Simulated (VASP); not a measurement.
# Sb (Im-3m) in VASP: further runs

The runs below take Sb through relaxation of cell and atoms, with PBE.

Everything below comes from runs of VASP 6.6.1. Logs are shortened: lines on timing, memory, paths and dates and some standing lists are left out, and cuts for length are marked.

### Step 1. The cell of the first run

Symmetry: Im-3m, No. 229, cubic system. Conventional cell: a = 3.654 Å, b = 3.654 Å, c = 3.654 Å, α = 90.00°, β = 90.00°, γ = 90.00°. Sb (site symmetry m-3m) has 14 Sb at 3.16 to 3.65 Å within 4.2 Å.

This isn't the form of Sb at room conditions, which is rhombohedral.

### Step 2. Relaxation of cell and atoms, PBE, target pressure 8.4 GPa, at which the enthalpy is minimised

Input file INCAR:

```
SYSTEM = Sb
PREC = Accurate ; ENCUT = 600
EDIFF = 1E-6 ; ISMEAR = -1
SIGMA = 0.1 ; LREAL = .False.
LASPH = .True. ; NELM = 100
ALGO = Normal ; ISIF = 3
LWAVE = .False. ; LCHARG = .False.
GGA = PE ; IBRION = 2
NSW = 32 ; EDIFFG = -0.005
PSTRESS = 84.0
```

Input file KPOINTS:

```
Automatic mesh
0
Gamma
  15 15 15
  0 0 0
```

Input file POSCAR:

```
Sb
1.0
   -1.8270417845      1.8270417845      1.8270417845
    1.8270417845     -1.8270417845      1.8270417845
    1.8270417845      1.8270417845     -1.8270417845
Sb
1
Direct
    0.0000000000      0.0000000000      0.0000000000
```

Potentials or basis: VASP PAW PBE potentials, release 64 (Sb).

The run is started by

```
cat potpaw_PBE.64/Sb/POTCAR > POTCAR
mpirun -np 1 vasp_std > vasp.out
```

OUTCAR:

```text
SYSTEM = Sb
   PREC = Accurate
   ENCUT = 600
   EDIFF = 1E-6
   ISMEAR = -1
   LREAL = .False.
   LASPH = .True.
   NELM = 100
   ISIF = 3
   GGA = PE
   IBRION = 2
   NSW = 32
   EDIFFG = -0.005
   PSTRESS = 84.0

 ion  position               nearest neighbor table
   1  0.000  0.000  0.000-

  LATTYP: Found a body centered cubic cell.
 ALAT       =     3.6540835690

  Lattice vectors:

 A1 = (  -1.8270417845,   1.8270417845,   1.8270417845)
 A2 = (   1.8270417845,  -1.8270417845,   1.8270417845)
 A3 = (   1.8270417845,   1.8270417845,  -1.8270417845)

Analysis of symmetry for initial positions (statically):
=====================================================================
 Subroutine PRICEL returns:
 Original cell was already a primitive cell.

 Routine SETGRP: Setting up the symmetry group for a
 body centered cubic supercell.

 Subroutine GETGRP returns: Found 48 space group operations
 (whereof 48 operations were pure point group operations)
 out of a pool of 48 trial point group operations.

The static configuration has the point symmetry O_h .

Analysis of symmetry for dynamics (positions and initial velocities):
=====================================================================
 Subroutine PRICEL returns:
 Original cell was already a primitive cell.

 Routine SETGRP: Setting up the symmetry group for a
 body centered cubic supercell.

 Subroutine GETGRP returns: Found 48 space group operations
 (whereof 48 operations were pure point group operations)
 out of a pool of 48 trial point group operations.

The dynamic configuration has the point symmetry O_h .

 Subroutine INISYM returns: Found 48 space group operations
 (whereof 48 operations are pure point group operations),
 and found     1 'primitive' translations

----------------------------------------------------------------------------------------

                                     Primitive cell

  volume of cell :      24.3953

  direct lattice vectors                    reciprocal lattice vectors
    -1.827041784  1.827041784  1.827041784     0.000000000  0.273666429  0.273666429
     1.827041784 -1.827041784  1.827041784     0.273666429  0.000000000  0.273666429
     1.827041784  1.827041784 -1.827041784     0.273666429  0.273666429  0.000000000

  length of vectors
     3.164529198  3.164529198  3.164529198     0.387022775  0.387022775  0.387022775

  position of ions in fractional coordinates (direct lattice)
[... 87 lines left out ...]
   PSTRESS=   84.0 pullay stress
   NELECT =       5.0000    total number of electrons
   NUPDOWN=      -1.0000    fix difference up-down
   EMIN   =  10.00;   EMAX   =-10.00  energy-range for DOS
   EFERMI =   0.00;   METHOD = LEGACY
   ISMEAR =    -1;   SIGMA  =   0.10  broadening in eV -4-tet -1-fermi 0-gaus
   EFERMI_NEDOS =   21; number of points for ismear=-14 and -15
   IALGO  =     38    algorithm
   IMIX   =      4    mixing-type and parameters
     AMIX     =   0.40;   BMIX     =  1.00
     AMIX_MAG =   1.60;   BMIX_MAG =  1.00
  volume/ion in A,a.u.               =      24.40       164.63
  Fermi-wavevector in a.u.,A,eV,Ry     =   0.965228  1.824016 12.676060  0.931664
  Thomas-Fermi vector in A             =   2.094926
   LORBIT       =      0    0 simple, 1 ext, 2 COOP (PROOUT), +10 PAW based schemes
   GGA     = PE    functional components
   LHFCALC =     F    Hartree Fock is set to
   AEXX    =    0.0000 exact exchange contribution
   IVDW    =     0    specifies the selected vdW correction
   LEPSILON=     F    determine dielectric tensor
   LRPA    =     F    only Hartree local field effects (RPA)
 conjugate gradient relaxation of ions
 non-spin polarized calculation
  energy-cutoff  :      600.00
  volume of cell :       24.40
 maximum number of plane-waves:       832
 NGX is ok and might be reduce to    28
   NGX = 13   NGY = 13   NGZ = 13

--------------------------------------- Ionic step        1  -------------------------------------------

 number of electron       5.0000000 magnetization

 Free energy of the ion-electron system (eV)
  ---------------------------------------------------
  ext. energy  EPLUGINS =         0.00000000
  ---------------------------------------------------
  free energy    TOTEN  =        -3.85399217 eV

  energy without entropy =       -3.83509229  energy(sigma->0) =       -3.84454223

------------------------ aborting loop because EDIFF is reached ----------------------------------------

  FORCE on cell =-STRESS in cart. coord.  units (eV):
  Direction    XX          YY          ZZ          XY          YZ          ZX
  --------------------------------------------------------------------------------------
  -------------------------------------------------------------------------------------
  Total        1.2602329      1.2602329      1.2602329     -0.0000000     -0.0000000      0.0000000
  in kB       82.7667645     82.7667645     82.7667645     -0.0000000     -0.0000000      0.0000000
  external PRESSURE =      -1.2332355 kB  Pullay stress =      84.0000000 kB
[... 61 lines left out ...]
--------------------------------------- Ionic step        3  -------------------------------------------

 number of electron       5.0000000 magnetization

 Free energy of the ion-electron system (eV)
  ---------------------------------------------------
  ext. energy  EPLUGINS =         0.00000000
  ---------------------------------------------------
  free energy    TOTEN  =        -3.85239341 eV

  energy without entropy =       -3.83351218  energy(sigma->0) =       -3.84295280

 E-fermi :   9.8153     XC(G=0): -10.6736

 val. band max:        9.8102026926   @ k =   0.2667   0.1333   0.0667
 cond. band min:       9.8550488678   @ k =   0.2000   0.2000   0.0000
 fundamental gap:      0.0448461752
 Fermi energy:         9.8152770214

 k-point     1 :       0.0000    0.0000    0.0000
  band No.  band energies     occupation
      1      -3.8541      2.00000
      2      16.1353      0.00000
      3      16.1353      0.00000
      4      16.1353      0.00000
      5      20.7553      0.00000
      6      20.7553      0.00000
[... 199 lines left out ...]
 k-point    24 :       0.4000    0.2000    0.0000
  band No.  band energies     occupation
      1       1.3343      2.00000
      2       4.3124      2.00000
      3       8.2106      2.00000
      4      12.5932      0.00000
      5      18.2182      0.00000
      6      21.1239      0.00000

 [... further k-points ...]

------------------------ aborting loop because EDIFF is reached ----------------------------------------

  FORCE on cell =-STRESS in cart. coord.  units (eV):
  Direction    XX          YY          ZZ          XY          YZ          ZX
  --------------------------------------------------------------------------------------
  -------------------------------------------------------------------------------------
  Total        1.2776727      1.2776727      1.2776727      0.0000000      0.0000000     -0.0000000
  in kB       84.0179698     84.0179698     84.0179698      0.0000000      0.0000000     -0.0000000
  external PRESSURE =       0.0179698 kB  Pullay stress =      84.0000000 kB
[... 20 lines left out ...]
  energy  without entropy=       -3.8335121807  energy(sigma->0) =       -3.84295280

  enthalpy is  TOTEN    =        -2.5749939986 eV   P V=        1.2773994145

 reached required accuracy - stopping structural energy minimisation
```

It took 46 s on 1 thread of Intel Xeon 8259CL, shared host; peak memory 0.17 GiB.

Results:

| Quantity | Value |
| --- | --- |
| Free energy | -3.8524 eV |
| Relaxed volume | 24.36 Å³/atom |
| Relaxed cell | a = 3.163 Å, b = 3.163 Å, c = 3.163 Å, α = 109.47°, β = 109.47°, γ = 109.47° |
| Space group after relaxing (to 0.1 Å) | Im-3m (No. 229) |
| Energy change on relaxing (the run minimises the enthalpy) | +1.6 meV/atom |
| Ionic steps | 3 |
| Pressure after relaxing | 8.4 GPa |
| Band gap on the k mesh | zero (an odd number of electrons rules out a gap without spin polarisation) |

Step by step:
```
step  energy change (eV)  largest force (eV/Å)  pressure (GPa)  volume (Å³)
   1              0.0000                0.0000            8.28        24.40
   2              0.0035                0.0000            8.54        24.33
   3              0.0016                0.0000            8.40        24.36
```

Final structure:
```cif
data_structure
_symmetry_space_group_name_H-M 'P 1'
_symmetry_Int_Tables_number 1
_cell_length_a 3.1632
_cell_length_b 3.1632
_cell_length_c 3.1632
_cell_angle_alpha 109.471
_cell_angle_beta 109.471
_cell_angle_gamma 109.471
_cell_volume 24.36
loop_
_atom_site_label
_atom_site_type_symbol
_atom_site_fract_x
_atom_site_fract_y
_atom_site_fract_z
_atom_site_occupancy
Sb1 Sb 0.00000 0.00000 0.00000 1
```

Caveat: the cell is relaxed towards a set pressure, so the run minimises the enthalpy, not the energy; spin-orbit coupling is left out, which moves the levels of the heavy elements.

### Step 3. Relaxation of cell and atoms, PBE, target pressure 8.4 GPa, at which the enthalpy is minimised

This run uses another cell than the first one, of 24.60 Å³/atom.

Input file INCAR:

```
SYSTEM = Sb
ALGO     = Normal         ! electronic algorithm
EDIFF    = 1E-6           ! SCF threshold, eV
EDIFFG   = -0.005         ! ionic threshold
ENCUT    = 600            ! plane-wave cutoff, eV
GGA      = PE             ! functional
IBRION   = 2              ! ionic algorithm
ISIF     = 3              ! what is computed and relaxed
ISMEAR   = -1             ! smearing method
LASPH    = .TRUE.         ! aspherical terms in the spheres
LCHARG   = .FALSE.        ! write CHGCAR
LREAL    = .FALSE.        ! projectors in reciprocal space
LWAVE    = .FALSE.        ! write WAVECAR
NELM     = 60             ! most SCF steps
NSW      = 60             ! ionic steps
PREC     = Accurate       ! precision mode
PSTRESS  = 84.0         
SIGMA    = 0.1            ! smearing width, eV
```

Input file KPOINTS:

```
k-points
0
G
  15 15 15
  0 0 0
```

Input file POSCAR:

```
Sb
1.0
   -1.8322105429      1.8322105429      1.8322105429
    1.8322105429     -1.8322105429      1.8322105429
    1.8322105429      1.8322105429     -1.8322105429
Sb
1
Direct
    0.0000000000      0.0000000000      0.0000000000
```

Potentials or basis: VASP PAW PBE potentials, release 64 (Sb).

The run is started by

```
cat potpaw_PBE.64/Sb/POTCAR > POTCAR
mpirun -np 1 vasp_std > vasp.out
```

Wall time 61 s (1 thread of Intel Xeon 8259CL, shared host); peak memory 0.18 GiB.

Results (log left out):

| Property | Result |
| --- | --- |
| Free energy | -3.8523 eV |
| Relaxed volume | 24.36 Å³/atom |
| Relaxed cell | a = 3.163 Å, b = 3.163 Å, c = 3.163 Å, α = 109.47°, β = 109.47°, γ = 109.47° |
| Space group after relaxing (to 0.1 Å) | Im-3m (No. 229) |
| Energy change on relaxing (the run minimises the enthalpy) | +11.9 meV/atom |
| Ionic steps | 3 |
| Pressure after relaxing | 8.4 GPa |
| Band gap on the k mesh | zero (an odd number of electrons rules out a gap without spin polarisation) |

The path:
```csv
step,energy change (eV),largest force (eV/Å),pressure (GPa),volume (Å³)
1,0.0000,0.0000,7.46,24.60
2,0.0269,0.0000,9.52,24.09
3,0.0119,0.0000,8.41,24.36
```

Final structure:
```yaml
crystal:
  lattice:
    - [-1.82624, 1.82624, 1.82624]
    - [1.82624, -1.82624, 1.82624]
    - [1.82624, 1.82624, -1.82624]
  atoms:
    - { symbol: Sb, position: [0.00000, 0.00000, 0.00000] }
```

Levels at points of the mesh, in eV from the Fermi level:
```csv
k point,band 1,band 2,band 3,band 4,band 5,band 6
"(0.00, 0.00, 0.00)",-13.67,6.32,6.32,6.32,10.94,10.94
```

Caveat: the cell is relaxed towards a set pressure, so the run minimises the enthalpy, not the energy; spin-orbit coupling is left out, which moves the levels of the heavy elements.
